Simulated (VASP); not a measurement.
Runs of VASP 6.6.1 on SiC (pbe). The structure is that of space group F-43m (No. 216), or close to it. The cells are those of the table. 

```tsv
task	cell	cutoff (eV)	smearing	gap on the mesh (eV)	pressure (GPa)
single point	a = 3.088 Å, angles 59.2°, 2 atoms	600	gaussian 0.02 eV	1.42	5.9
single point	a = 3.055 Å, angles 59.9°, 2 atoms	600	gaussian 0.02 eV	1.47	9.7
relaxation of the atoms	atoms relaxed from a = 3.088 Å, angles 59.2°, 2 atoms	520	gaussian 0.02 eV	1.42	6.1
relaxation of the atoms	atoms relaxed from a = 3.055 Å, angles 59.9°, 2 atoms	520	gaussian 0.02 eV	1.47	9.8
single point	a = 3.088 Å, angles 59.2°, 2 atoms	600	gaussian 0.01 eV	1.42	5.9
relaxation of the atoms	atoms relaxed from a = 3.100 Å, angles 58.9°, 2 atoms	520	gaussian 0.02 eV	1.40	4.7
single point	a = 3.100 Å, angles 58.9°, 2 atoms	600	gaussian 0.02 eV	1.40	(a)
```

Alike in all rows: level PBE; potentials or basis VASP PAW PBE potentials, release 64 (Si, C); no spin polarisation; k mesh 9 × 9 × 9.

**Question.** Estimate the missing entries.

**Answer.** (a) 4.6.

A k mesh can miss the band edges.
